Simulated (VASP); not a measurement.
# TiAl3 (Immm) in VASP: single point with r2SCAN

Aim: the single point of TiAl3 with r2SCAN.

All numbers are computed with VASP 6.6.1; they aren't measurements. Logs are shortened: lines on timing, memory, paths and dates and some standing lists are left out, and cuts for length are marked.

## (1) The cell of the first run

It takes space group Immm (No. 71, orthorhombic). The conventional cell has a = 3.824 Å, b = 3.862 Å, c = 8.564 Å, α = 90.00°, β = 90.00°, γ = 90.00°. Ti (site symmetry mmm) has 12 Al at 2.72 to 2.88 Å within 3.6 Å. Al (site symmetry mmm) has 4 Ti at 2.72 Å and 8 Al at 2.87 to 2.88 Å within 3.6 Å. Al (site symmetry mm2) has 8 Al at 2.72 to 2.88 Å and 4 Ti at 2.87 to 2.88 Å within 3.6 Å.

## (2) Single point, r2SCAN (strain +0.0100 x Voigt [0, 1, 0, 0, 0, 0])

The input, POSCAR:

```
TiAl3
1.0
   -1.9120003552      1.9311203588      4.2819150380
    1.9120003552     -1.9311203588      4.2819150380
    1.9120003552      1.9311203588     -4.2819150380
Ti Al
1 3
Direct
    0.0000000000      0.0000000000      0.0000000000
    0.5000000000      0.5000000000      0.0000000000
    0.7500000000      0.2500000000      0.5000000000
    0.2500000000      0.7500000000      0.5000000000
```

The input, INCAR.step1:

```
PREC = Accurate ; ENCUT = 520
ISMEAR = 0 ; SIGMA = 0.15
LREAL = F ; LASPH = T
NELM = 60 ; NBANDS = 18
GGA = PE ; ALGO = Normal
EDIFF = 1E-4 ; LWAVE = T
LCHARG = F ; KPAR = 4
```

The input, INCAR.step2:

```
PREC = Accurate ; ENCUT = 520
EDIFF = 1E-6 ; ISMEAR = 0
SIGMA = 0.15 ; LREAL = F
LASPH = T ; NELM = 60
ALGO = Normal ; ISIF = 2
LWAVE = F ; LCHARG = F
METAGGA = R2SCAN ; LMIXTAU = T
NBANDS = 18 ; ISTART = 1
KPAR = 4
```

The input, KPOINTS:

```
Automatic mesh
0
Gamma
  18 18 18
```

Potentials or basis: VASP PAW PBE potentials, release 64 (Ti_sv, Al).

The run is started by

```console
$ cat potpaw_PBE.64/Ti_sv/POTCAR potpaw_PBE.64/Al/POTCAR > POTCAR
$ cp INCAR.step1 INCAR
$ mpirun -np 4 vasp_std > vasp.out
$ cp INCAR.step2 INCAR
$ mpirun -np 4 vasp_std > vasp.out
```

OUTCAR:

```text
PREC = Accurate
   ENCUT = 520
   EDIFF = 1E-6
   ISMEAR = 0
   LREAL = F
   LASPH = T
   NELM = 60
   ISIF = 2
   METAGGA = R2SCAN
   ISTART = 1

 ion  position               nearest neighbor table
   1  0.000  0.000  0.000-   2 2.72   2 2.72   2 2.72   2 2.72   4 2.87   3 2.87   3 2.87   4 2.87
                             3 2.88   3 2.88   4 2.88   4 2.88
   2  0.500  0.500  0.000-   1 2.72   1 2.72   1 2.72   1 2.72   3 2.87   4 2.87   4 2.87   3 2.87
                             3 2.88   4 2.88   3 2.88   4 2.88
   3  0.750  0.250  0.500-   4 2.72   4 2.72   4 2.72   4 2.72   1 2.87   2 2.87   2 2.87   1 2.87
                             1 2.88   2 2.88   1 2.88   2 2.88
   4  0.250  0.750  0.500-   3 2.72   3 2.72   3 2.72   3 2.72   2 2.87   1 2.87   1 2.87   2 2.87
                             1 2.88   1 2.88   2 2.88   2 2.88

  LATTYP: Found a body centered orthorhombic cell.
 ALAT       =     3.8240007104
 B/A-ratio  =     1.0100000000
 C/A-ratio  =     2.2394948967

  Lattice vectors:

 A1 = (  -1.9120003552,   1.9311203588,   4.2819150380)
 A2 = (   1.9120003552,  -1.9311203588,   4.2819150380)
 A3 = (   1.9120003552,   1.9311203588,  -4.2819150380)

Analysis of symmetry for initial positions (statically):
=====================================================================
 Subroutine PRICEL returns:
 Original cell was already a primitive cell.

 Routine SETGRP: Setting up the symmetry group for a
 body centered orthorhombic supercell.

 Subroutine GETGRP returns: Found  8 space group operations
 (whereof  8 operations were pure point group operations)
 out of a pool of  8 trial point group operations.

The static configuration has the point symmetry D_2h.

Analysis of symmetry for dynamics (positions and initial velocities):
=====================================================================
 Subroutine PRICEL returns:
 Original cell was already a primitive cell.

 Routine SETGRP: Setting up the symmetry group for a
 body centered orthorhombic supercell.

 Subroutine GETGRP returns: Found  8 space group operations
 (whereof  8 operations were pure point group operations)
 out of a pool of  8 trial point group operations.

The dynamic configuration has the point symmetry D_2h.

 Subroutine INISYM returns: Found  8 space group operations
 (whereof  8 operations are pure point group operations),
 and found     1 'primitive' translations

----------------------------------------------------------------------------------------
[... 94 lines left out ...]
   LASPH  =      T    aspherical Exc in radial PAW
   ENCUT  =  520.0 eV  38.22 Ry    6.18 a.u.   9.43  9.43  9.43*2*pi/ulx,y,z
   NELM   =     60;   NELMIN=  2; NELMDL=  0     # of ELM steps
   EDIFF  = 0.1E-05   stopping-criterion for ELM
   LREAL  =      F    real-space projection
   EDIFFG = 0.1E-04   stopping-criterion for IOM
   NSW    =      0    number of steps for IOM
   IBRION =     -1    ionic relax: 0-MD 1-quasi-New 2-CG
   NFREE  =      0    steps in history (QN), initial steepest desc. (CG)
   ISIF   =      2    stress and relaxation
   ISYM   =      2    0-nonsym 1-usesym 2-fastsym
   POTIM  = 0.5000    time-step for ionic-motion
   TEBEG  =    0.0;   TEEND  =   0.0 temperature during run
   PSTRESS=    0.0 pullay stress
   NELECT =      21.0000    total number of electrons
   NUPDOWN=      -1.0000    fix difference up-down
   EMIN   =  10.00;   EMAX   =-10.00  energy-range for DOS
   EFERMI =   0.00;   METHOD = LEGACY
   ISMEAR =     0;   SIGMA  =   0.15  broadening in eV -4-tet -1-fermi 0-gaus
   EFERMI_NEDOS =   21; number of points for ismear=-14 and -15
   IALGO  =     38    algorithm
   IMIX   =      4    mixing-type and parameters
     AMIX     =   0.40;   BMIX     =  1.00
     AMIX_MAG =   1.60;   BMIX_MAG =  1.00
  volume/ion in A,a.u.               =      15.81       106.69
  Fermi-wavevector in a.u.,A,eV,Ry     =   1.133660  2.142307 17.486003  1.285185
  Thomas-Fermi vector in A             =   2.270363
   LORBIT       =      0    0 simple, 1 ext, 2 COOP (PROOUT), +10 PAW based schemes
   METAGGA = R2SCAN    functional components
   LHFCALC =     F    Hartree Fock is set to
   AEXX    =    0.0000 exact exchange contribution
   IVDW    =     0    specifies the selected vdW correction
   LEPSILON=     F    determine dielectric tensor
   LRPA    =     F    only Hartree local field effects (RPA)
 non-spin polarized calculation
 Gauss-broadening in eV      SIGMA  =   0.15
  energy-cutoff  :      520.00
  volume of cell :       63.24
 maximum number of plane-waves:      1723
 NGX is ok and might be reduce to    40
   NGX = 19   NGY = 19   NGZ = 19

 number of electron      21.0000000 magnetization

 Free energy of the ion-electron system (eV)
  ---------------------------------------------------
  ext. energy  EPLUGINS =         0.00000000
  ---------------------------------------------------
  free energy    TOTEN  =       -34.91132902 eV

  energy without entropy =      -34.89291308  energy(sigma->0) =      -34.90212105

 E-fermi :   8.2593     XC(G=0): -11.5101

 val. band max:        8.2574802974   @ k =   0.4444  -0.4444   0.2222
 cond. band min:       8.2608932688   @ k =  -0.3333  -0.2778   0.2222
 fundamental gap:      0.0034129714
 Fermi energy:         8.2593267705

 k-point     1 :       0.0000    0.0000    0.0000
  band No.  band energies     occupation
      1     -50.5886      2.00000
      2     -25.8624      2.00000
      3     -25.8541      2.00000
      4     -25.7851      2.00000
      5      -2.4349      2.00000
      6       5.3345      2.00000
[... 481 lines left out ...]
      5      -1.4740      2.00000
      6       3.5504      2.00000
[... 10 lines left out ...]
     17      12.8737      0.00000
     18      13.7227      0.00000

 [... further k-points ...]
[... 5 lines left out ...]
  --------------------------------------------------------------------------------------
  -------------------------------------------------------------------------------------
  Total       -0.3848800     -0.8459204     -0.2434298      0.0000000      0.0000000      0.0000000
  in kB       -9.7508073    -21.4311131     -6.1672126      0.0000000      0.0000000      0.0000000
  external PRESSURE =     -12.4497110 kB  Pullay stress =       0.0000000 kB

 VOLUME and BASIS-vectors are now :
 -----------------------------------------------------------------------------
  energy-cutoff  :      520.00
  volume of cell :       63.24
      direct lattice vectors                 reciprocal lattice vectors
    -1.912000355  1.931120359  4.281915038     0.000000000  0.258917057  0.116770182
     1.912000355 -1.931120359  4.281915038     0.261506228  0.000000000  0.116770182
     1.912000355  1.931120359 -4.281915038     0.261506228  0.258917057  0.000000000

 POSITION                                       TOTAL-FORCE (eV/Angst)
 -----------------------------------------------------------------------------------
      0.00000      0.00000      0.00000        -0.000000      0.000000      0.000000
      0.00000      0.00000      4.28192        -0.000000      0.000000     -0.000000
      0.00000      1.93112      2.14096         0.000000      0.000000      0.004288
      1.91200      0.00000      2.14096        -0.000000     -0.000000     -0.004288
 -----------------------------------------------------------------------------------
    total drift:                               -0.000000     -0.000000      0.000000

  FREE ENERGIE OF THE ION-ELECTRON SYSTEM (eV)
  ---------------------------------------------------
  free  energy   TOTEN  =       -34.9113290185 eV

  energy  without entropy=      -34.8929130806  energy(sigma->0) =      -34.90212105
```

OUTCAR.step1:

```text
PREC = Accurate
   ENCUT = 520
   ISMEAR = 0
   LREAL = F
[... 739 lines left out ...]
      0.00000      0.00000      0.00000         0.000000      0.000000      0.000000
      0.00000      0.00000      4.28192         0.000000      0.000000      0.000000
      0.00000      1.93112      2.14096         0.000000     -0.000000      0.005084
      1.91200      0.00000      2.14096        -0.000000      0.000000     -0.005084
 -----------------------------------------------------------------------------------
    total drift:                               -0.000000     -0.000000     -0.000000

  FREE ENERGIE OF THE ION-ELECTRON SYSTEM (eV)
  ---------------------------------------------------
  free  energy   TOTEN  =       -20.6677514509 eV

  energy  without entropy=      -20.6479472984  energy(sigma->0) =      -20.65784937
```

OSZICAR.step1:

```text
N       E                     dE             d eps       ncg     rms          rms(c)
DAV:   1     0.120414730755E+03    0.12041E+03   -0.91835E+03 31140   0.108E+03
DAV:   2    -0.140030025776E+02   -0.13442E+03   -0.13089E+03 31628   0.283E+02
DAV:   3    -0.224716076368E+02   -0.84686E+01   -0.82972E+01 49206   0.658E+01
DAV:   4    -0.226964308254E+02   -0.22482E+00   -0.22424E+00 39120   0.985E+00
DAV:   5    -0.227042691573E+02   -0.78383E-02   -0.78369E-02 47698   0.183E+00    0.109E+01
DAV:   6    -0.214748177771E+02    0.12295E+01   -0.20911E+01 42970   0.347E+01    0.702E+00
DAV:   7    -0.207518095245E+02    0.72301E+00   -0.84297E+00 39858   0.205E+01    0.304E+00
DAV:   8    -0.207345572640E+02    0.17252E-01   -0.12693E+00 39704   0.880E+00    0.202E+00
DAV:   9    -0.206676922037E+02    0.66865E-01   -0.46174E-01 40342   0.510E+00    0.244E-01
DAV:  10    -0.206696126633E+02   -0.19205E-02   -0.10672E-02 37282   0.672E-01    0.309E-01
DAV:  11    -0.206677922027E+02    0.18205E-02   -0.64424E-03 43816   0.547E-01    0.676E-02
DAV:  12    -0.206677514509E+02    0.40752E-04   -0.48135E-04 40162   0.149E-01
   1 F= -.20667751E+02 E0= -.20657849E+02  d E =-.198042E-01
```

Run time: 33 min. Hardware: 4 MPI ranks of Oxide Virtual Turin-like, shared host; peak memory 0.96 GiB.

Results:

- Free energy: -34.9113 eV
- Pressure: -1.2 GPa
- Largest force: 0.004 eV/Å
- Band gap on the k mesh: zero (an odd number of electrons rules out a gap without spin polarisation)

Forces on the atoms (eV/Å):
```
Ti   0.000  0.000  0.000
Al   0.000  0.000  0.000
Al   0.000  0.000  0.004
Al   0.000  0.000 -0.004
```

Levels at points of the mesh, in eV from the Fermi level:
```csv
k point,band 7,band 8,band 9,band 10,band 11,band 12,band 13,band 14,band 15,band 16
"(0.00, 0.00, 0.00)",-2.85,-1.46,-1.40,-1.27,0.84,1.62,1.78,2.16,2.79,4.00
"(0.50, 0.00, 0.00)",-3.87,-3.16,-1.12,-0.24,0.57,1.97,2.17,2.89,3.31,4.71
"(0.00, 0.50, 0.00)",-3.86,-3.10,-1.22,-0.26,0.53,2.04,2.07,2.87,3.19,4.66
"(0.50, 0.50, 0.00)",-4.56,-4.10,-3.03,-2.33,-1.04,1.90,2.20,2.78,2.96,3.44
"(0.50, 0.50, 0.50)",-2.07,-1.18,-1.00,-0.28,0.75,0.79,0.97,3.20,5.17,6.39
```

Caveat: the cell differs from its parent crystal (strain +0.0100 x Voigt [0, 1, 0, 0, 0, 0]); the PAW data sets were made with another functional, which shifts forces and pressure a little.
